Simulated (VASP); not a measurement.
# Sc (P6_3/mmc) in VASP: notebook

Sc is run at these levels: PBE; tasks: single point.

Everything below comes from runs of VASP 6.6.1. Logs are shortened: lines on timing, memory, paths and dates and some standing lists are left out, and cuts for length are marked.

## Step 1: The cell of the first run

It takes space group P6_3/mmc (No. 194, hexagonal). The conventional cell has a = 3.309 Å, b = 3.309 Å, c = 5.426 Å, α = 90.00°, β = 90.00°, γ = 120.00°. Within 4.4 Å of Sc (site symmetry -6m2) lie 12 Sc at 3.31 to 3.32 Å.

## Step 2: Single point, PBE (strain +0.000 along x and y, +0.030 along z)

Input file INCAR:

```
SYSTEM = Sc
  ALGO = Fast
  EDIFF = 1E-6
  ENCUT = 520
  GGA = PE
  ISIF = 2
  ISMEAR = 0
  LASPH = .True.
  LCHARG = .True.
  LELF = .True.
  LREAL = .False.
  LVHAR = .True.
  LWAVE = .False.
  NBANDS = 18
  NELM = 100
  PREC = Accurate
  SIGMA = 0.15
```

Input file KPOINTS:

```
k-points
0
Gamma
  18 18 10
  0 0 0
```

Input file POSCAR:

```
Sc
1.0
    3.3087978973      0.0000000000      0.0000000000
   -1.6543989486      2.8655030350      0.0000000000
    0.0000000000      0.0000000000      5.4260400000
Sc
2
Direct
    0.3333333333      0.6666666667      0.2500000000
    0.6666666667      0.3333333333      0.7500000000
```

Potentials or basis: VASP PAW PBE potentials, release 64 (Sc_sv).

On the command line:

```
$ cat potpaw_PBE.64/Sc_sv/POTCAR > POTCAR
$ mpirun -np 1 vasp_std > vasp.out
```

OUTCAR:

```text
SYSTEM = Sc
   EDIFF = 1E-6
   ENCUT = 520
   GGA = PE
   ISIF = 2
   ISMEAR = 0
   LASPH = .True.
   LREAL = .False.
   NELM = 100
   PREC = Accurate

 ion  position               nearest neighbor table
   1  0.333  0.667  0.250-   2 3.32   2 3.32   2 3.32   2 3.32   2 3.32   2 3.32
   2  0.667  0.333  0.750-   1 3.32   1 3.32   1 3.32   1 3.32   1 3.32   1 3.32

  LATTYP: Found a hexagonal cell.
 ALAT       =     3.3087978973
 C/A-ratio  =     1.6398825702

  Lattice vectors:

 A1 = (   3.3087978973,   0.0000000000,   0.0000000000)
 A2 = (  -1.6543989486,   2.8655030350,   0.0000000000)
 A3 = (   0.0000000000,   0.0000000000,   5.4260400000)

Analysis of symmetry for initial positions (statically):
=====================================================================
 Subroutine PRICEL returns:
 Original cell was already a primitive cell.

 Routine SETGRP: Setting up the symmetry group for a
 hexagonal supercell.

 Subroutine GETGRP returns: Found 24 space group operations
 (whereof 12 operations were pure point group operations)
 out of a pool of 24 trial point group operations.

The static configuration has the point symmetry D_3d.
 The point group associated with its full space group is D_6h.

Analysis of symmetry for dynamics (positions and initial velocities):
=====================================================================
 Subroutine PRICEL returns:
 Original cell was already a primitive cell.

 Routine SETGRP: Setting up the symmetry group for a
 hexagonal supercell.

 Subroutine GETGRP returns: Found 24 space group operations
 (whereof 12 operations were pure point group operations)
 out of a pool of 24 trial point group operations.

The dynamic configuration has the point symmetry D_3d.
 The point group associated with its full space group is D_6h.

 Subroutine INISYM returns: Found 24 space group operations
 (whereof 12 operations are pure point group operations),
 and found     1 'primitive' translations

----------------------------------------------------------------------------------------

                                     Primitive cell

  volume of cell :      51.4463

  direct lattice vectors                    reciprocal lattice vectors
     3.308797897  0.000000000  0.000000000     0.302224563  0.174489433  0.000000000
    -1.654398949  2.865503035  0.000000000     0.000000000  0.348978866  0.000000000
     0.000000000  0.000000000  5.426040000     0.000000000  0.000000000  0.184296467

  length of vectors
     3.308797897  3.308797897  5.426040000     0.348978866  0.348978866  0.184296467

  position of ions in fractional coordinates (direct lattice)
     0.333333333  0.666666667  0.250000000
     0.666666667  0.333333333  0.750000000

  ion indices of the primitive-cell ions
   primitive index   ion index
                 1           1
                 2           2

----------------------------------------------------------------------------------------

 KPOINTS: k-points

Automatic generation of k-mesh.
 Grid dimensions read from file:
 generate k-points for:   18   18   10

 Generating k-lattice:

  Cartesian coordinates                     Fractional coordinates (reciprocal lattice)
     0.016790254  0.009693857  0.000000000     0.055555556  0.000000000  0.000000000
     0.000000000  0.019387715  0.000000000     0.000000000  0.055555556  0.000000000
     0.000000000  0.000000000  0.018429647     0.000000000  0.000000000  0.100000000

  Length of vectors
     0.019387715  0.019387715  0.018429647

  Shift w.r.t. Gamma in fractional coordinates (k-lattice)
     0.000000000  0.000000000  0.000000000

 Subroutine IBZKPT returns following result:
 ===========================================

 Found    222 irreducible k-points:

 Following reciprocal coordinates:
            Coordinates               Weight
  0.000000  0.000000  0.000000      1.000000
  0.055556 -0.000000  0.000000      6.000000
  0.111111 -0.000000  0.000000      6.000000
  0.166667  0.000000  0.000000      6.000000
  0.222222 -0.000000  0.000000      6.000000
  0.277778 -0.000000  0.000000      6.000000
[... 16 lines left out ...]
  0.333333  0.111111  0.000000     12.000000
  0.388889  0.111111  0.000000     12.000000
 [... further k-points ...]
   k-points           NKPTS =    222   k-points in BZ     NKDIM =    222   number of bands    NBANDS=     18
   number of dos      NEDOS =    301   number of ions     NIONS =      2
   total plane-waves  NPLWV =  31360
   dimension x,y,z NGX =    28 NGY =   28 NGZ =   40
   dimension x,y,z NGXF=    56 NGYF=   56 NGZF=   80
   ions per type =               2
   NGX,Y,Z   is equivalent  to a cutoff of  14.07, 14.07, 12.26 a.u.
   NGXF,Y,Z  is equivalent  to a cutoff of  28.14, 28.14, 24.51 a.u.
 SYSTEM =  Sc
   PREC   = accura    normal or accurate (medium, high low for compatibility)
   ISTART =      0    job   : 0-new  1-cont  2-samecut
   ICHARG =      2    charge: 1-file 2-atom 10-const
   ISPIN  =      1    spin polarized calculation?
   LNONCOLLINEAR =      F non collinear calculations
   LSORBIT =      F    spin-orbit coupling
   LASPH  =      T    aspherical Exc in radial PAW
   ENCUT  =  520.0 eV  38.22 Ry    6.18 a.u.   6.15  6.15 10.09*2*pi/ulx,y,z
   NELM   =    100;   NELMIN=  2; NELMDL= -5     # of ELM steps
   EDIFF  = 0.1E-05   stopping-criterion for ELM
   LREAL  =      F    real-space projection
   EDIFFG = 0.1E-04   stopping-criterion for IOM
   NSW    =      0    number of steps for IOM
   IBRION =     -1    ionic relax: 0-MD 1-quasi-New 2-CG
   NFREE  =      0    steps in history (QN), initial steepest desc. (CG)
   ISIF   =      2    stress and relaxation
   ISYM   =      2    0-nonsym 1-usesym 2-fastsym
   POTIM  = 0.5000    time-step for ionic-motion
   TEBEG  =    0.0;   TEEND  =   0.0 temperature during run
   PSTRESS=    0.0 pullay stress
   NELECT =      22.0000    total number of electrons
   NUPDOWN=      -1.0000    fix difference up-down
   EMIN   =  10.00;   EMAX   =-10.00  energy-range for DOS
   EFERMI =   0.00;   METHOD = LEGACY
   ISMEAR =     0;   SIGMA  =   0.15  broadening in eV -4-tet -1-fermi 0-gaus
   EFERMI_NEDOS =   21; number of points for ismear=-14 and -15
   IALGO  =     68    algorithm
   IMIX   =      4    mixing-type and parameters
     AMIX     =   0.40;   BMIX     =  1.00
     AMIX_MAG =   1.60;   BMIX_MAG =  1.00
  volume/ion in A,a.u.               =      25.72       173.59
  Fermi-wavevector in a.u.,A,eV,Ry     =   1.233382  2.330754 20.697614  1.521232
  Thomas-Fermi vector in A             =   2.368115
   LORBIT       =      0    0 simple, 1 ext, 2 COOP (PROOUT), +10 PAW based schemes
   GGA     = PE    functional components
   LHFCALC =     F    Hartree Fock is set to
   AEXX    =    0.0000 exact exchange contribution
   IVDW    =     0    specifies the selected vdW correction
   LEPSILON=     F    determine dielectric tensor
   LRPA    =     F    only Hartree local field effects (RPA)
 non-spin polarized calculation
 RMM-DIIS sequential band-by-band and
 Gauss-broadening in eV      SIGMA  =   0.15
  energy-cutoff  :      520.00
  volume of cell :       51.45
 maximum number of plane-waves:      1404
 NGX is ok and might be reduce to    28
   NGX = 13   NGY = 13   NGZ = 21

 number of electron      21.9999999 magnetization

 Free energy of the ion-electron system (eV)
  ---------------------------------------------------
  ext. energy  EPLUGINS =         0.00000000
  ---------------------------------------------------
  free energy    TOTEN  =       -12.49011070 eV

  energy without entropy =      -12.43746079  energy(sigma->0) =      -12.46378574

 E-fermi :   3.4413     XC(G=0):  -9.7093

 val. band max:        3.4412903162   @ k =   0.1667   0.0000   0.2000
 cond. band min:       3.4421130567   @ k =   0.2778   0.2222   0.4000
 fundamental gap:      0.0008227405
 Fermi energy:         3.4413028405

 k-point     1 :       0.0000    0.0000    0.0000
  band No.  band energies     occupation
      1     -46.0991      2.00000
      2     -46.0512      2.00000
      3     -24.8689      2.00000
      4     -24.5791      2.00000
      5     -24.5791      2.00000
      6     -24.5352      2.00000
[... 10 lines left out ...]
     17       5.8345      0.00000
     18       5.8349      0.00000

 k-point     2 :       0.0556   -0.0000    0.0000
  band No.  band energies     occupation
      1     -46.0978      2.00000
      2     -46.0505      2.00000
      3     -24.8655      2.00000
      4     -24.5870      2.00000
      5     -24.5816      2.00000
      6     -24.5433      2.00000
[... 10 lines left out ...]
     17       5.7731      0.00000
     18       5.7946      0.00000

 k-point     3 :       0.1111   -0.0000    0.0000
  band No.  band energies     occupation
      1     -46.0940      2.00000
      2     -46.0486      2.00000
      3     -24.8555      2.00000
      4     -24.6097      2.00000
      5     -24.5887      2.00000
      6     -24.5667      2.00000
[... 10 lines left out ...]
     17       5.6229      0.00000
     18       5.6882      0.00000

 k-point     4 :       0.1667    0.0000    0.0000
  band No.  band energies     occupation
      1     -46.0881      2.00000
      2     -46.0458      2.00000
      3     -24.8396      2.00000
      4     -24.6447      2.00000
      5     -24.6020      2.00000
      6     -24.5992      2.00000
[... 375 lines left out ...]
      4     -24.7622      2.00000
      5     -24.7359      2.00000
      6     -24.6463      2.00000
[... 10 lines left out ...]
     17       6.6190      0.00000
     18       6.9957      0.00000

 k-point    23 :       0.3333    0.1111    0.0000
  band No.  band energies     occupation
      1     -46.0551      2.00000
      2     -46.0347      2.00000
      3     -24.8057      2.00000
      4     -24.7604      2.00000
      5     -24.7382      2.00000
      6     -24.6607      2.00000
[... 10 lines left out ...]
     17       6.9386      0.00000
     18       7.1898      0.00000

 k-point    24 :       0.3889    0.1111    0.0000
  band No.  band energies     occupation
      1     -46.0501      2.00000
      2     -46.0344      2.00000
      3     -24.8270      2.00000
      4     -24.7764      2.00000
      5     -24.7190      2.00000
      6     -24.6700      2.00000
[... 10 lines left out ...]
     17       7.0685      0.00000
     18       7.1050      0.00000

 [... further k-points ...]

------------------------ aborting loop because EDIFF is reached ----------------------------------------

  FORCE on cell =-STRESS in cart. coord.  units (eV):
  Direction    XX          YY          ZZ          XY          YZ          ZX
  --------------------------------------------------------------------------------------
  -------------------------------------------------------------------------------------
  Total       -0.2725984     -0.2725984     -1.3245250     -0.0000000     -0.0000000      0.0000000
  in kB       -8.4894550     -8.4894550    -41.2493048     -0.0000000     -0.0000000      0.0000000
  external PRESSURE =     -19.4094049 kB  Pullay stress =       0.0000000 kB

 VOLUME and BASIS-vectors are now :
 -----------------------------------------------------------------------------
  energy-cutoff  :      520.00
  volume of cell :       51.45
      direct lattice vectors                 reciprocal lattice vectors
     3.308797897  0.000000000  0.000000000     0.302224563  0.174489433  0.000000000
    -1.654398949  2.865503035  0.000000000     0.000000000  0.348978866  0.000000000
     0.000000000  0.000000000  5.426040000     0.000000000  0.000000000  0.184296467

 POSITION                                       TOTAL-FORCE (eV/Angst)
 -----------------------------------------------------------------------------------
     -0.00000      1.91034      1.35651         0.000000     -0.000000      0.000000
      1.65440      0.95517      4.06953        -0.000000      0.000000      0.000000
 -----------------------------------------------------------------------------------
    total drift:                               -0.000000      0.000000     -0.000000

  FREE ENERGIE OF THE ION-ELECTRON SYSTEM (eV)
  ---------------------------------------------------
  free  energy   TOTEN  =       -12.4901106994 eV

  energy  without entropy=      -12.4374607856  energy(sigma->0) =      -12.46378574
```

Wall time 1.8 min (1 thread of Intel Xeon 6975P-C (Granite Rapids), shared host); peak memory 0.29 GiB.

What came out:

```
Free energy            : -12.4901 eV
Pressure               : -1.9 GPa
Band gap on the k mesh : zero (bands 11 and 12 overlap by 1.17 eV)
```

Caveat: the cell differs from its parent crystal (strain +0.000 along x and y, +0.030 along z).

(Continued in part 2 of 2.)
